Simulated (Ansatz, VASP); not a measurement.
## Two plane-wave programs on Si16O

```
Si O
1.0
     0.00000    5.43000    5.43000
     5.43000    0.00000    5.43000
     5.43000    5.43000    0.00000
Si O
16 1
Direct
  0.99517 0.00631 0.99916
  0.12665 0.11636 0.13062
  0.00571 0.98190 0.50224
  0.07138 0.15897 0.63012
  0.98869 0.49032 0.03741
  0.13058 0.63252 0.12714
  0.02241 0.52939 0.49616
  0.11887 0.62270 0.66433
  0.50105 0.99961 0.99882
  0.61946 0.11476 0.13997
  0.50137 0.97418 0.51267
  0.62560 0.11900 0.62494
  0.50447 0.49008 0.00647
  0.61455 0.62585 0.13344
  0.47757 0.49716 0.50455
  0.64398 0.57540 0.63622
  0.80873 0.31590 0.60197
```

Alike in both runs: functional PBE; dispersion D3(BJ); k mesh 2 × 2 × 2; occupations fermi-dirac, width 0.05 eV; collinear spin.

Ansatz relaxed the structure, and its values are those at the end. VASP's run is a single point on that final structure, the one shown.

```csv
,VASP,Ansatz
version,VASP 6.6.1,Ansatz 0.2.0
potentials or method,"VASP PAW PBE potentials, release 64 (Si, O), cutoff 520 eV","scalar-relativistic, plane waves, PAW"
valence electrons in the cell,70,70
```

```tsv
	VASP	Ansatz	Ansatz less VASP
rms of the force components (eV/Å)	0.008	0.008	+0.0005
net moment per atom (μB)	0.00	0.00	0.000
```

Ansatz's warnings: dispersion switch in reach, relaxed geometry near dispersion switch, seeded moment not kept.

The k mesh is coarse, so the values compare programs but aren't converged.
